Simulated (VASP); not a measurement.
Input of a VASP 6.6.1 run:

Contents of INCAR:

```
ALGO = Normal
EDIFF = 1E-6
ENCUT = 520
GGA = PE
ISIF = 2
ISMEAR = -1
LASPH = T
LCHARG = T
LELF = T
LREAL = F
LVHAR = T
LWAVE = F
NBANDS = 43
NELM = 60
PREC = Accurate
SIGMA = 0.05
```

The input KPOINTS:

```
k-points
0
Gamma
  5 5 5
```

File POSCAR:

```
ScGeRh3
1.0
    4.5126170928      0.0000000000      0.0000000000
    0.0000000000      4.5126170928      0.0000000000
    0.0000000000      0.0000000000      4.5126170928
Sc Ge Rh
1 1 3
Direct
    0.0000000000      0.0000000000      0.0000000000
    0.5000000000      0.5000000000      0.5000000000
    0.5000000000      0.5000000000      0.0000000000
    0.0000000000      0.5000000000      0.5000000000
    0.5000000000      0.0000000000      0.5000000000
```

Potentials or basis: VASP PAW PBE potentials, release 64 (Sc_sv, Ge_d, Rh_pv).

Command:

```sh
$ cat potpaw_PBE.64/Sc_sv/POTCAR potpaw_PBE.64/Ge_d/POTCAR potpaw_PBE.64/Rh_pv/POTCAR > POTCAR
$ mpirun -np 1 vasp_std > vasp.out
```

(1) Estimate the band gap on the k mesh.

(2) Estimate the pressure.

Answers

(1) zero (bands 35 and 36 overlap by 0.16 eV).

(2) 0.4 GPa.
